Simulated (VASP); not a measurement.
# Ge (Fd-3m) in VASP: a series of runs

The runs below take Ge through single point, with r2SCAN.

Everything below comes from runs of VASP 6.6.1. Logs are shortened: lines on timing, memory, paths and dates and some standing lists are left out, and cuts for length are marked.

## Step 1: The cell of the first run

The structure is cubic, space group Fd-3m (No. 227). Conventional cell: a = 5.672 Å, b = 5.672 Å, c = 5.672 Å, α = 90.00°, β = 90.00°, γ = 90.00°. Ge (site symmetry -43m) has 4 Ge at 2.46 Å within 3.2 Å.

## Step 2: Single point, r2SCAN

Input file POSCAR:

```
Ge
1.0
    0.0000000000      2.8360149687      2.8360149687
    2.8360149687      0.0000000000      2.8360149687
    2.8360149687      2.8360149687      0.0000000000
Ge
2
Direct
    0.5000000000      0.5000000000      0.5000000000
    0.7500000000      0.7500000000      0.7500000000
```

Input file INCAR.step1:

```
ALGO     = Normal         # electronic algorithm
EDIFF    = 1E-4           # SCF threshold, eV
ENCUT    = 520            # plane-wave cutoff, eV
GGA      = PE             # functional
ISMEAR   = -1             # smearing method
LASPH    = True           # aspherical terms in the spheres
LCHARG   = False          # write CHGCAR
LREAL    = False          # projectors in reciprocal space
LWAVE    = True           # write WAVECAR
NBANDS   = 21             # bands
NELM     = 80             # most SCF steps
PREC     = Accurate       # precision mode
SIGMA    = 0.2            # smearing width, eV
```

Input file INCAR.step2:

```
ALGO     = Normal         # electronic algorithm
EDIFF    = 1E-6           # SCF threshold, eV
ENCUT    = 520            # plane-wave cutoff, eV
ISIF     = 2              # what is computed and relaxed
ISMEAR   = -1             # smearing method
ISTART   = 1            
LASPH    = True           # aspherical terms in the spheres
LCHARG   = False          # write CHGCAR
LMIXTAU  = True         
LREAL    = False          # projectors in reciprocal space
LWAVE    = False          # write WAVECAR
METAGGA  = R2SCAN         # meta-GGA
NBANDS   = 21             # bands
NELM     = 80             # most SCF steps
PREC     = Accurate       # precision mode
SIGMA    = 0.2            # smearing width, eV
```

Input file KPOINTS:

```
k-points
0
Gamma
  10 10 10
```

Potentials or basis: VASP PAW PBE potentials, release 64 (Ge_d).

The run is started by

```
cat potpaw_PBE.64/Ge_d/POTCAR > POTCAR
cp INCAR.step1 INCAR
mpirun -np 1 vasp_std > vasp.out
cp INCAR.step2 INCAR
mpirun -np 1 vasp_std > vasp.out
```

OUTCAR:

```text
EDIFF = 1E-6
   ENCUT = 520
   ISIF = 2
   ISMEAR = -1
   ISTART = 1
   LASPH = True
   LREAL = False
   METAGGA = R2SCAN
   NELM = 80
   PREC = Accurate

 ion  position               nearest neighbor table
   1  0.500  0.500  0.500-   2 2.46   2 2.46   2 2.46   2 2.46
   2  0.750  0.750  0.750-   1 2.46   1 2.46   1 2.46   1 2.46

  LATTYP: Found a face centered cubic cell.
 ALAT       =     5.6720299374

  Lattice vectors:

 A1 = (   0.0000000000,   2.8360149687,   2.8360149687)
 A2 = (   2.8360149687,   0.0000000000,   2.8360149687)
 A3 = (   2.8360149687,   2.8360149687,   0.0000000000)

Analysis of symmetry for initial positions (statically):
=====================================================================
 Subroutine PRICEL returns:
 Original cell was already a primitive cell.

 Routine SETGRP: Setting up the symmetry group for a
 face centered cubic supercell.

 Subroutine GETGRP returns: Found 48 space group operations
 (whereof 24 operations were pure point group operations)
 out of a pool of 48 trial point group operations.

The static configuration has the point symmetry T_d .
 The point group associated with its full space group is O_h .

Analysis of symmetry for dynamics (positions and initial velocities):
=====================================================================
 Subroutine PRICEL returns:
 Original cell was already a primitive cell.

 Routine SETGRP: Setting up the symmetry group for a
 face centered cubic supercell.

 Subroutine GETGRP returns: Found 48 space group operations
 (whereof 24 operations were pure point group operations)
 out of a pool of 48 trial point group operations.

The dynamic configuration has the point symmetry T_d .
 The point group associated with its full space group is O_h .

 Subroutine INISYM returns: Found 48 space group operations
 (whereof 24 operations are pure point group operations),
 and found     1 'primitive' translations

----------------------------------------------------------------------------------------

                                     Primitive cell

  volume of cell :      45.6200

  direct lattice vectors                    reciprocal lattice vectors
     0.000000000  2.836014969  2.836014969    -0.176303724  0.176303724  0.176303724
     2.836014969  0.000000000  2.836014969     0.176303724 -0.176303724  0.176303724
     2.836014969  2.836014969  0.000000000     0.176303724  0.176303724 -0.176303724

  length of vectors
     4.010730832  4.010730832  4.010730832     0.305367007  0.305367007  0.305367007

  position of ions in fractional coordinates (direct lattice)
     0.500000000  0.500000000  0.500000000
     0.750000000  0.750000000  0.750000000

  ion indices of the primitive-cell ions
   primitive index   ion index
                 1           1
                 2           2

----------------------------------------------------------------------------------------

 KPOINTS: k-points

Automatic generation of k-mesh.
 Grid dimensions read from file:
 generate k-points for:   10   10   10

 Generating k-lattice:

  Cartesian coordinates                     Fractional coordinates (reciprocal lattice)
    -0.017630372  0.017630372  0.017630372     0.100000000  0.000000000  0.000000000
     0.017630372 -0.017630372  0.017630372     0.000000000  0.100000000  0.000000000
     0.017630372  0.017630372 -0.017630372     0.000000000  0.000000000  0.100000000

  Length of vectors
     0.030536701  0.030536701  0.030536701

  Shift w.r.t. Gamma in fractional coordinates (k-lattice)
     0.000000000  0.000000000  0.000000000

 Subroutine IBZKPT returns following result:
 ===========================================

 Found     47 irreducible k-points:

 Following reciprocal coordinates:
            Coordinates               Weight
  0.000000  0.000000  0.000000      1.000000
  0.100000  0.000000  0.000000      8.000000
  0.200000  0.000000  0.000000      8.000000
  0.300000  0.000000  0.000000      8.000000
  0.400000  0.000000  0.000000      8.000000
  0.500000  0.000000  0.000000      4.000000
[... 16 lines left out ...]
  0.300000  0.300000  0.000000      6.000000
  0.400000  0.300000  0.000000     24.000000
 [... further k-points ...]
   k-points           NKPTS =     47   k-points in BZ     NKDIM =     47   number of bands    NBANDS=     21
   number of dos      NEDOS =    301   number of ions     NIONS =      2
   total plane-waves  NPLWV =  27000
   dimension x,y,z NGX =    30 NGY =   30 NGZ =   30
   dimension x,y,z NGXF=    60 NGYF=   60 NGZF=   60
   ions per type =               2
   NGX,Y,Z   is equivalent  to a cutoff of  12.44, 12.44, 12.44 a.u.
   NGXF,Y,Z  is equivalent  to a cutoff of  24.87, 24.87, 24.87 a.u.
 SYSTEM =  unknown system
   PREC   = accura    normal or accurate (medium, high low for compatibility)
   ISTART =      1    job   : 0-new  1-cont  2-samecut
   ICHARG =      0    charge: 1-file 2-atom 10-const
   ISPIN  =      1    spin polarized calculation?
   LNONCOLLINEAR =      F non collinear calculations
   LSORBIT =      F    spin-orbit coupling
   LASPH  =      T    aspherical Exc in radial PAW
   ENCUT  =  520.0 eV  38.22 Ry    6.18 a.u.   7.46  7.46  7.46*2*pi/ulx,y,z
   NELM   =     80;   NELMIN=  2; NELMDL=  0     # of ELM steps
   EDIFF  = 0.1E-05   stopping-criterion for ELM
   LREAL  =      F    real-space projection
   EDIFFG = 0.1E-04   stopping-criterion for IOM
   NSW    =      0    number of steps for IOM
   IBRION =     -1    ionic relax: 0-MD 1-quasi-New 2-CG
   NFREE  =      0    steps in history (QN), initial steepest desc. (CG)
   ISIF   =      2    stress and relaxation
   ISYM   =      2    0-nonsym 1-usesym 2-fastsym
   POTIM  = 0.5000    time-step for ionic-motion
   TEBEG  =    0.0;   TEEND  =   0.0 temperature during run
   PSTRESS=    0.0 pullay stress
   NELECT =      28.0000    total number of electrons
   NUPDOWN=      -1.0000    fix difference up-down
   EMIN   =  10.00;   EMAX   =-10.00  energy-range for DOS
   EFERMI =   0.00;   METHOD = LEGACY
   ISMEAR =    -1;   SIGMA  =   0.20  broadening in eV -4-tet -1-fermi 0-gaus
   EFERMI_NEDOS =   21; number of points for ismear=-14 and -15
   IALGO  =     38    algorithm
   IMIX   =      4    mixing-type and parameters
     AMIX     =   0.40;   BMIX     =  1.00
     AMIX_MAG =   1.60;   BMIX_MAG =  1.00
  volume/ion in A,a.u.               =      22.81       153.93
  Fermi-wavevector in a.u.,A,eV,Ry     =   1.391262  2.629104 26.335580  1.935611
  Thomas-Fermi vector in A             =   2.515118
   LORBIT       =      0    0 simple, 1 ext, 2 COOP (PROOUT), +10 PAW based schemes
   METAGGA = R2SCAN    functional components
   LHFCALC =     F    Hartree Fock is set to
   AEXX    =    0.0000 exact exchange contribution
   IVDW    =     0    specifies the selected vdW correction
   LEPSILON=     F    determine dielectric tensor
   LRPA    =     F    only Hartree local field effects (RPA)
 non-spin polarized calculation
  energy-cutoff  :      520.00
  volume of cell :       45.62
 maximum number of plane-waves:      1244
 NGX is ok and might be reduce to    30
   NGX = 15   NGY = 15   NGZ = 15

 number of electron      28.0000016 magnetization

 Free energy of the ion-electron system (eV)
  ---------------------------------------------------
  ext. energy  EPLUGINS =         0.00000000
  ---------------------------------------------------
  free energy    TOTEN  =       -27.74649876 eV

  energy without entropy =      -27.73301609  energy(sigma->0) =      -27.73975743

 E-fermi :   4.9128     XC(G=0): -10.7813

 val. band max:        4.7252164418   @ k =   0.0000   0.0000   0.0000
 cond. band min:       5.0556815824   @ k =   0.0000   0.0000   0.0000
 fundamental gap:      0.3304651406
 Fermi energy:         4.9127561655

 k-point     1 :       0.0000    0.0000    0.0000
  band No.  band energies     occupation
      1     -20.7586      2.00000
      2     -20.7586      2.00000
      3     -20.7586      2.00000
      4     -20.7198      2.00000
      5     -20.7198      2.00000
      6     -20.5063      2.00000
[... 13 lines left out ...]
     20      14.6436      0.00000
     21      14.6436      0.00000

 k-point     2 :       0.1000    0.0000    0.0000
  band No.  band energies     occupation
      1     -20.7644      2.00000
      2     -20.7644      2.00000
      3     -20.7570      2.00000
      4     -20.7117      2.00000
      5     -20.7117      2.00000
      6     -20.5136      2.00000
[... 13 lines left out ...]
     20      13.9613      0.00000
     21      13.9613      0.00000

 k-point     3 :       0.2000    0.0000    0.0000
  band No.  band energies     occupation
      1     -20.7735      2.00000
      2     -20.7735      2.00000
      3     -20.7526      2.00000
      4     -20.6970      2.00000
      5     -20.6970      2.00000
      6     -20.5247      2.00000
[... 13 lines left out ...]
     20      13.4549      0.00000
     21      13.4549      0.00000

 k-point     4 :       0.3000    0.0000    0.0000
  band No.  band energies     occupation
      1     -20.7798      2.00000
      2     -20.7798      2.00000
      3     -20.7471      2.00000
      4     -20.6849      2.00000
      5     -20.6849      2.00000
      6     -20.5327      2.00000
[... 13 lines left out ...]
     20      13.8472      0.00000
     21      13.8473      0.00000

 k-point     5 :       0.4000    0.0000    0.0000
  band No.  band energies     occupation
      1     -20.7828      2.00000
      2     -20.7827      2.00000
      3     -20.7425      2.00000
      4     -20.6784      2.00000
      5     -20.6784      2.00000
      6     -20.5362      2.00000
[... 13 lines left out ...]
     20      15.1356      0.00000
     21      15.1356      0.00000

 k-point     6 :       0.5000    0.0000    0.0000
  band No.  band energies     occupation
      1     -20.7835      2.00000
      2     -20.7835      2.00000
      3     -20.7408      2.00000
      4     -20.6766      2.00000
      5     -20.6766      2.00000
      6     -20.5369      2.00000
[... 13 lines left out ...]
     20      16.5251      0.00000
     21      16.5678      0.00000

 k-point     7 :       0.1000    0.1000    0.0000
  band No.  band energies     occupation
      1     -20.7645      2.00000
      2     -20.7624      2.00000
      3     -20.7624      2.00000
      4     -20.7138      2.00000
      5     -20.7032      2.00000
      6     -20.5306      2.00000
[... 13 lines left out ...]
     20      13.0098      0.00000
     21      14.8217      0.00000
[... 291 lines left out ...]
      1     -20.8043      2.00000
      2     -20.7912      2.00000
      3     -20.7129      2.00000
      4     -20.6578      2.00000
      5     -20.6485      2.00000
      6     -20.5736      2.00000
[... 13 lines left out ...]
     20      14.6156      0.00000
     21      16.2198      0.00000

 k-point    21 :      -0.3000    0.2000    0.0000
  band No.  band energies     occupation
      1     -20.7990      2.00000
      2     -20.7918      2.00000
      3     -20.7161      2.00000
      4     -20.6744      2.00000
      5     -20.6491      2.00000
      6     -20.5678      2.00000
[... 13 lines left out ...]
     20      14.6135      0.00000
     21      16.7476      0.00000

 k-point    22 :      -0.2000    0.2000    0.0000
  band No.  band energies     occupation
      1     -20.7888      2.00000
      2     -20.7883      2.00000
      3     -20.7310      2.00000
      4     -20.6863      2.00000
      5     -20.6621      2.00000
      6     -20.5589      2.00000
[... 13 lines left out ...]
     20      15.2033      0.00000
     21      15.7320      0.00000

 k-point    23 :       0.3000    0.3000    0.0000
  band No.  band energies     occupation
      1     -20.7823      2.00000
      2     -20.7823      2.00000
      3     -20.7592      2.00000
      4     -20.6698      2.00000
      5     -20.6276      2.00000
      6     -20.6177      2.00000
[... 13 lines left out ...]
     20      16.2501      0.00000
     21      16.5971      0.00000

 k-point    24 :       0.4000    0.3000    0.0000
  band No.  band energies     occupation
      1     -20.7929      2.00000
      2     -20.7870      2.00000
      3     -20.7422      2.00000
      4     -20.6541      2.00000
      5     -20.6358      2.00000
      6     -20.6099      2.00000
[... 13 lines left out ...]
     20      17.0310      0.00000
     21      17.0465      0.00000

 [... further k-points ...]

------------------------ aborting loop because EDIFF is reached ----------------------------------------

  FORCE on cell =-STRESS in cart. coord.  units (eV):
  Direction    XX          YY          ZZ          XY          YZ          ZX
  --------------------------------------------------------------------------------------
  -------------------------------------------------------------------------------------
  Total        0.0715379      0.0715379      0.0715379     -0.0000000      0.0000000      0.0000000
  in kB        2.5124157      2.5124157      2.5124157     -0.0000000      0.0000000      0.0000000
  external PRESSURE =       2.5124157 kB  Pullay stress =       0.0000000 kB

 VOLUME and BASIS-vectors are now :
 -----------------------------------------------------------------------------
  energy-cutoff  :      520.00
  volume of cell :       45.62
      direct lattice vectors                 reciprocal lattice vectors
     0.000000000  2.836014969  2.836014969    -0.176303724  0.176303724  0.176303724
     2.836014969  0.000000000  2.836014969     0.176303724 -0.176303724  0.176303724
     2.836014969  2.836014969  0.000000000     0.176303724  0.176303724 -0.176303724

 POSITION                                       TOTAL-FORCE (eV/Angst)
 -----------------------------------------------------------------------------------
      2.83601      2.83601      2.83601         0.000000     -0.000000      0.000000
      4.25402      4.25402      4.25402        -0.000000      0.000000     -0.000000
 -----------------------------------------------------------------------------------
    total drift:                                0.000000     -0.000000     -0.000000

  FREE ENERGIE OF THE ION-ELECTRON SYSTEM (eV)
  ---------------------------------------------------
  free  energy   TOTEN  =       -27.7464987568 eV

  energy  without entropy=      -27.7330160933  energy(sigma->0) =      -27.73975743
```

Wall time 4 min (1 thread of Intel Xeon 8259CL, shared host); peak memory 0.19 GiB.

What came out:

| Quantity | Value |
| --- | --- |
| Free energy | -27.7465 eV |
| Pressure | 0.3 GPa |
| Band gap on the k mesh | 0.33 eV |

Levels at points of the mesh, in eV from the valence-band top:
```tsv
k point	band 12	band 13	band 14	band 15	band 16	band 17
(0.00, 0.00, 0.00)	0.00	0.00	0.00	0.33	2.71	2.71
(0.50, 0.00, 0.00)	-7.83	-1.47	-1.47	0.42	3.99	3.99
(0.50, 0.50, 0.00)	-9.19	-3.20	-3.20	0.98	0.98	10.04
```

Caveat: the PAW data sets were made with another functional, which shifts forces and pressure a little. A k mesh can miss the band edges.

## Step 3: Single point, r2SCAN

POSCAR is that of step 2.

Input file INCAR.step1:

```
SYSTEM = Ge
PREC = Accurate ; ENCUT = 520
ISMEAR = -1 ; SIGMA = 0.3
LREAL = .False. ; LASPH = .True.
NELM = 80 ; NBANDS = 21
GGA = PE ; ALGO = Normal
EDIFF = 1E-4 ; LWAVE = .True.
LCHARG = .False.
```

Input file INCAR.step2:

```
SYSTEM = Ge
PREC = Accurate ; ENCUT = 520
EDIFF = 1E-6 ; ISMEAR = -1
SIGMA = 0.3 ; LREAL = .False.
LASPH = .True. ; NELM = 80
ALGO = Normal ; ISIF = 2
LWAVE = .False. ; LCHARG = .False.
METAGGA = R2SCAN ; LMIXTAU = .True.
NBANDS = 21 ; ISTART = 1
```

Input file KPOINTS:

```
Automatic mesh
0
Gamma
  10 10 10
  0 0 0
```

Potentials or basis: VASP PAW PBE potentials, release 64 (Ge_d).

The run is started by

```
cat potpaw_PBE.64/Ge_d/POTCAR > POTCAR
cp INCAR.step1 INCAR
mpirun -np 1 vasp_std > vasp.out
cp INCAR.step2 INCAR
mpirun -np 1 vasp_std > vasp.out
```

Run time: 3.9 min. Hardware: 1 thread of Intel Xeon 8259CL, shared host; peak memory 0.18 GiB.

Results (log left out):

* Free energy: -27.7585 eV
* Pressure: 0.4 GPa
* Band gap on the k mesh: 0.33 eV

Levels at points of the mesh, in eV from the valence-band top:
```
           k point  band 11  band 12  band 13  band 14  band 15  band 16  band 17  band 18
(0.00, 0.00, 0.00)   -13.25     0.00     0.00     0.00     0.33     2.71     2.71     2.71
(0.50, 0.00, 0.00)   -11.07    -7.83    -1.47    -1.47     0.42     4.00     4.00     7.65
(0.50, 0.50, 0.00)    -9.19    -9.19    -3.20    -3.20     0.98     0.98    10.04    10.04
```

Caveat: the PAW data sets were made with another functional, which shifts forces and pressure a little. A k mesh can miss the band edges.

(Part 1 of 2 ends here.)
